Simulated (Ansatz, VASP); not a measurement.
**BaHf3H2 in VASP and in Ansatz**

File INCAR:

```
SYSTEM = BaHf3H2
ALGO = Normal ; EDIFF = 1E-7
EDIFFG = -0.04 ; ENCUT = 600
GGA = PE ; IBRION = 2
ISIF = 3 ; ISMEAR = 0
LASPH = .True. ; LCHARG = .False.
LREAL = .False. ; LWAVE = .False.
NELM = 100 ; NSW = 90
PREC = Accurate ; SIGMA = 0.1
```

KPOINTS

```
k-points
0
Gamma
  4 4 4
  0 0 0
```

Contents of POSCAR:

```
BaHf3H2
1.0
   -2.9890902400      2.9890902400      3.5042968900
    2.9890902400     -2.9890902400      3.5042968900
    2.9890902400      2.9890902400     -3.5042968900
Ba Hf H
1 3 2
Direct
    0.0000000000      0.0000000000      0.0000000000
    0.7500000000      0.2500000000      0.5000000000
    0.2500000000      0.7500000000      0.5000000000
    0.5000000000      0.5000000000      0.0000000000
    0.5000000000      0.0000000000      0.5000000000
    0.0000000000      0.5000000000      0.5000000000
```

Input for Ansatz:

```yaml
crystal:
  lattice:
    - [-2.98909024, 2.98909024, 3.50429689]
    - [2.98909024, -2.98909024, 3.50429689]
    - [2.98909024, 2.98909024, -3.50429689]
  atoms:
    - { symbol: Ba, position: [0.0, 0.0, 0.0] }
    - { symbol: Hf, position: [0.75, 0.25, 0.5] }
    - { symbol: Hf, position: [0.25, 0.75, 0.5] }
    - { symbol: Hf, position: [0.5, 0.5, 0.0] }
    - { symbol: H, position: [0.5, 0.0, 0.5] }
    - { symbol: H, position: [0.0, 0.5, 0.5] }
basis:
  ecutwfc: 420
kpoints:
  mp_grid: { grid: [4, 4, 4] }
hamiltonian:
  xc: pbe
scf:
  occupations: { method: gaussian, width: 0.1 }
  lower_state_search: "off"
output:
  forces: true
  stress: true
  eigenvalues: true
relax:
  adjacent_minimum: "off"
  f_tol: 0.04
  max_steps: 70
  cell: { stress_tol: 0.4 }
```

Alike in both runs: task relaxation of cell and atoms; functional PBE; k mesh 4 × 4 × 4; occupations gaussian, width 0.1 eV; no spin polarisation.

|  | VASP | Ansatz |
| --- | --- | --- |
| version | VASP 6.6.1 | Ansatz 0.2.0 |
| potentials or method | VASP PAW PBE potentials, release 64 (Ba_sv, Hf_pv, H), cutoff 600 eV | scalar-relativistic, plane waves, PAW |
| valence electrons in the cell | 42 | 90 |

VASP gave:

| Quantity | Value |
| --- | --- |
| gap on the k mesh at the Fermi level, each at its own relaxed structure (eV) | none |
| relaxed volume (Å³/atom) | 18.09 |
| relaxed length of the cell vector where the two differ most in proportion (Å) | 5.665 |

Estimate Ansatz's values.

gap on the k mesh at the Fermi level, each at its own relaxed structure (eV): none; relaxed volume (Å³/atom): 17.95; relaxed length of the cell vector where the two differ most in proportion (Å): 5.642.

A gap of «none» marks a metal or a gap that the smearing closes. VASP's potentials hold 42 valence electrons a cell and Ansatz's 90, so a difference there can come from the potentials and not from the codes.

The k mesh is coarse, so the values compare programs but aren't converged. Neither program's run includes spin-orbit coupling.
